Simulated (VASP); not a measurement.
# Nb (Pm-3m) in VASP: a series of runs

Runs on Nb. Level: LDA. Tasks: single point.

Program: VASP 6.6.1. These are calculated values, not measurements. Logs are shortened: lines on timing, memory, paths and dates and some standing lists are left out, and cuts for length are marked.

## Step 1: The cell of the first run

Symmetry: Pm-3m, No. 221, cubic system. Conventional cell: a = 2.630 Å, b = 2.630 Å, c = 2.630 Å, α = 90.00°, β = 90.00°, γ = 90.00°. Nb (site symmetry m-3m) has 6 Nb at 2.63 Å within 3.5 Å.

## Step 2: Single point, LDA (volume scaled by 0.96)

Contents of INCAR:

```
SYSTEM = Nb
PREC     = Accurate       ! precision mode
ENCUT    = 520            ! plane-wave cutoff, eV
EDIFF    = 1E-6           ! SCF threshold, eV
ISMEAR   = -1             ! smearing method
SIGMA    = 0.1            ! smearing width, eV
LREAL    = .False.        ! projectors in reciprocal space
LASPH    = .True.         ! aspherical terms in the spheres
NELM     = 80             ! most SCF steps
ALGO     = Normal         ! electronic algorithm
ISIF     = 2              ! what is computed and relaxed
LWAVE    = .False.        ! write WAVECAR
LCHARG   = .False.        ! write CHGCAR
GGA      = CA             ! functional
NBANDS   = 12             ! bands
```

Contents of KPOINTS:

```
Automatic mesh
0
Gamma
  13 13 13
  0 0 0
```

Contents of POSCAR:

```
Nb
1.0
    2.6295741080      0.0000000000      0.0000000000
    0.0000000000      2.6295741080      0.0000000000
    0.0000000000      0.0000000000      2.6295741080
Nb
1
Direct
    0.0000000000      0.0000000000      0.0000000000
```

Potentials or basis: VASP PAW LDA potentials, release 64 (Nb_sv).

Command:

```sh
cat potpaw_LDA.64/Nb_sv/POTCAR > POTCAR
mpirun -np 1 vasp_std > vasp.out
```

OUTCAR:

```text
SYSTEM = Nb
   PREC = Accurate
   ENCUT = 520
   EDIFF = 1E-6
   ISMEAR = -1
   LREAL = .False.
   LASPH = .True.
   NELM = 80
   ISIF = 2
   GGA = CA

 ion  position               nearest neighbor table
   1  0.000  0.000  0.000-

  LATTYP: Found a simple cubic cell.
 ALAT       =     2.6295741080

  Lattice vectors:

 A1 = (   2.6295741080,   0.0000000000,   0.0000000000)
 A2 = (   0.0000000000,   2.6295741080,   0.0000000000)
 A3 = (   0.0000000000,   0.0000000000,   2.6295741080)

Analysis of symmetry for initial positions (statically):
=====================================================================
 Subroutine PRICEL returns:
 Original cell was already a primitive cell.

 Routine SETGRP: Setting up the symmetry group for a
 simple cubic supercell.

 Subroutine GETGRP returns: Found 48 space group operations
 (whereof 48 operations were pure point group operations)
 out of a pool of 48 trial point group operations.

The static configuration has the point symmetry O_h .

Analysis of symmetry for dynamics (positions and initial velocities):
=====================================================================
 Subroutine PRICEL returns:
 Original cell was already a primitive cell.

 Routine SETGRP: Setting up the symmetry group for a
 simple cubic supercell.

 Subroutine GETGRP returns: Found 48 space group operations
 (whereof 48 operations were pure point group operations)
 out of a pool of 48 trial point group operations.

The dynamic configuration has the point symmetry O_h .

 Subroutine INISYM returns: Found 48 space group operations
 (whereof 48 operations are pure point group operations),
 and found     1 'primitive' translations

----------------------------------------------------------------------------------------

                                     Primitive cell

  volume of cell :      18.1826

  direct lattice vectors                    reciprocal lattice vectors
     2.629574108  0.000000000  0.000000000     0.380289720  0.000000000  0.000000000
     0.000000000  2.629574108  0.000000000     0.000000000  0.380289720  0.000000000
     0.000000000  0.000000000  2.629574108     0.000000000  0.000000000  0.380289720

  length of vectors
     2.629574108  2.629574108  2.629574108     0.380289720  0.380289720  0.380289720

  position of ions in fractional coordinates (direct lattice)
     0.000000000  0.000000000  0.000000000
[... 81 lines left out ...]
   NFREE  =      0    steps in history (QN), initial steepest desc. (CG)
   ISIF   =      2    stress and relaxation
   ISYM   =      2    0-nonsym 1-usesym 2-fastsym
   POTIM  = 0.5000    time-step for ionic-motion
   TEBEG  =    0.0;   TEEND  =   0.0 temperature during run
   PSTRESS=    0.0 pullay stress
   NELECT =      13.0000    total number of electrons
   NUPDOWN=      -1.0000    fix difference up-down
   EMIN   =  10.00;   EMAX   =-10.00  energy-range for DOS
   EFERMI =   0.00;   METHOD = LEGACY
   ISMEAR =    -1;   SIGMA  =   0.10  broadening in eV -4-tet -1-fermi 0-gaus
   EFERMI_NEDOS =   21; number of points for ismear=-14 and -15
   IALGO  =     38    algorithm
   IMIX   =      4    mixing-type and parameters
     AMIX     =   0.40;   BMIX     =  1.00
     AMIX_MAG =   1.60;   BMIX_MAG =  1.00
  volume/ion in A,a.u.               =      18.18       122.70
  Fermi-wavevector in a.u.,A,eV,Ry     =   1.463875  2.766322 29.156316  2.142929
  Thomas-Fermi vector in A             =   2.579918
   LORBIT       =      0    0 simple, 1 ext, 2 COOP (PROOUT), +10 PAW based schemes
   GGA     = CA    functional components
   LHFCALC =     F    Hartree Fock is set to
   AEXX    =    0.0000 exact exchange contribution
   IVDW    =     0    specifies the selected vdW correction
   LEPSILON=     F    determine dielectric tensor
   LRPA    =     F    only Hartree local field effects (RPA)
 non-spin polarized calculation
  energy-cutoff  :      520.00
  volume of cell :       18.18
 maximum number of plane-waves:       502
 NGX is ok and might be reduce to    20
   NGX =  9   NGY =  9   NGZ =  9

 number of electron      13.0000003 magnetization

 Free energy of the ion-electron system (eV)
  ---------------------------------------------------
  ext. energy  EPLUGINS =         0.00000000
  ---------------------------------------------------
  free energy    TOTEN  =       -10.25765313 eV

  energy without entropy =      -10.22828490  energy(sigma->0) =      -10.24296902

 E-fermi :  10.9923     XC(G=0): -12.5453

 val. band max:       10.9302203924   @ k =   0.3846   0.3077   0.2308
 cond. band min:      11.0641621064   @ k =   0.3846   0.0769   0.0000
 fundamental gap:      0.1339417140
 Fermi energy:        10.9923000856

 k-point     1 :       0.0000    0.0000    0.0000
  band No.  band energies     occupation
      1     -43.4001      2.00000
      2     -18.5879      2.00000
      3     -18.5879      2.00000
      4     -18.5879      2.00000
      5       5.1773      2.00000
      6       7.7708      2.00000
      7       7.7708      2.00000
      8      16.6753      0.00000
      9      16.6753      0.00000
     10      16.6753      0.00000
     11      26.4240      0.00000
     12      26.4240      0.00000
[... 331 lines left out ...]
 k-point    24 :       0.3846    0.3077    0.0000
  band No.  band energies     occupation
      1     -42.9841      2.00000
      2     -20.1058      2.00000
      3     -19.7044      2.00000
      4     -18.3087      2.00000
      5       7.6287      2.00000
      6       9.2300      2.00000
      7      13.3088      0.00000
      8      13.7506      0.00000
      9      14.5114      0.00000
     10      15.0921      0.00000
     11      21.5016      0.00000
     12      25.9248      0.00000

 [... further k-points ...]

------------------------ aborting loop because EDIFF is reached ----------------------------------------

  FORCE on cell =-STRESS in cart. coord.  units (eV):
  Direction    XX          YY          ZZ          XY          YZ          ZX
  --------------------------------------------------------------------------------------
  -------------------------------------------------------------------------------------
  Total        0.6934782      0.6934782      0.6934782      0.0000000      0.0000000      0.0000000
  in kB       61.1064676     61.1064676     61.1064676      0.0000000      0.0000000      0.0000000
  external PRESSURE =      61.1064676 kB  Pullay stress =       0.0000000 kB

 VOLUME and BASIS-vectors are now :
 -----------------------------------------------------------------------------
  energy-cutoff  :      520.00
  volume of cell :       18.18
      direct lattice vectors                 reciprocal lattice vectors
     2.629574108  0.000000000  0.000000000     0.380289720  0.000000000  0.000000000
     0.000000000  2.629574108  0.000000000     0.000000000  0.380289720  0.000000000
     0.000000000  0.000000000  2.629574108     0.000000000  0.000000000  0.380289720

 POSITION                                       TOTAL-FORCE (eV/Angst)
 -----------------------------------------------------------------------------------
      0.00000      0.00000      0.00000         0.000000      0.000000      0.000000
 -----------------------------------------------------------------------------------
    total drift:                               -0.000000      0.000000      0.000000

  FREE ENERGIE OF THE ION-ELECTRON SYSTEM (eV)
  ---------------------------------------------------
  free  energy   TOTEN  =       -10.2576531335 eV

  energy  without entropy=      -10.2282848991  energy(sigma->0) =      -10.24296902
```

stdout:

```text
POSCAR found type information on POSCAR Nb
 POSCAR found :  1 types and       1 ions
 scaLAPACK will be used
 LDA part: xc-table for (Slater(with rela. corr.)+CA(PZ))
 , standard interpolation
 POSCAR, INCAR and KPOINTS ok, starting setup
 FFT: planning ... GRIDC
 FFT: planning ... GRID_SOFT
 FFT: planning ... GRID
 WAVECAR not read
 entering main loop
```

Wall time 11 s (1 thread of Intel Xeon Platinum 8259CL at 2.50GHz (Skylake/Cascade Lake), shared host); peak memory 0.13 GiB.

What came out:

| Quantity | Value |
| --- | --- |
| Free energy | -10.2577 eV |
| Pressure | 6.1 GPa |

Levels at points of the mesh, in eV from the Fermi level:
```
           k point  band 3  band 4  band 5  band 6  band 7  band 8  band 9  band 10  band 11  band 12
(0.00, 0.00, 0.00)  -29.58  -29.58   -5.82   -3.22   -3.22    5.68    5.68     5.68    15.43    15.43
```

Caveat: the cell differs from its parent crystal (volume scaled by 0.96).

## Step 3: Single point, LDA

This run uses another cell than the first one, of 18.94 Å³/atom, 1.042 times its volume.

Contents of INCAR:

```
PREC = Accurate ; ENCUT = 520
EDIFF = 1E-7 ; ISMEAR = -1
SIGMA = 0.1 ; LREAL = False
LASPH = True ; NELM = 80
ALGO = Normal ; ISIF = 2
LWAVE = False ; LCHARG = False
GGA = CA ; NBANDS = 12
```

Contents of KPOINTS:

```
Automatic mesh
0
Gamma
  12 12 12
```

Contents of POSCAR:

```
Nb
1.0
    2.6656001479      0.0000000000      0.0000000000
    0.0000000000      2.6656001479      0.0000000000
    0.0000000000      0.0000000000      2.6656001479
Nb
1
Direct
    0.0000000000      0.0000000000      0.0000000000
```

Potentials or basis: VASP PAW LDA potentials, release 64 (Nb_sv).

Command:

```sh
cat potpaw_LDA.64/Nb_sv/POTCAR > POTCAR
mpirun -np 1 vasp_std > vasp.out
```

Run time: 14 s. Hardware: 1 thread of Intel Xeon Platinum 8259CL at 2.50GHz (Skylake/Cascade Lake), shared host; peak memory 0.13 GiB.

The run converged. Its results:

```yaml
Free_energy: -10.2746 eV
Pressure: -0.1 GPa
```

Levels at points of the mesh, in eV from the Fermi level:
| k point | band 5 | band 6 | band 7 | band 8 | band 9 | band 10 |
| --- | --- | --- | --- | --- | --- | --- |
| (0.00, 0.00, 0.00) | -5.70 | -3.01 | -3.01 | 5.44 | 5.44 | 5.44 |
| (0.50, 0.00, 0.00) | -2.56 | -2.05 | 0.71 | 1.90 | 1.90 | 5.82 |
| (0.50, 0.50, 0.00) | -4.43 | -1.08 | 2.64 | 2.64 | 6.16 | 6.16 |
| (0.50, 0.50, 0.50) | -2.76 | -2.76 | -2.76 | 7.41 | 8.14 | 8.14 |
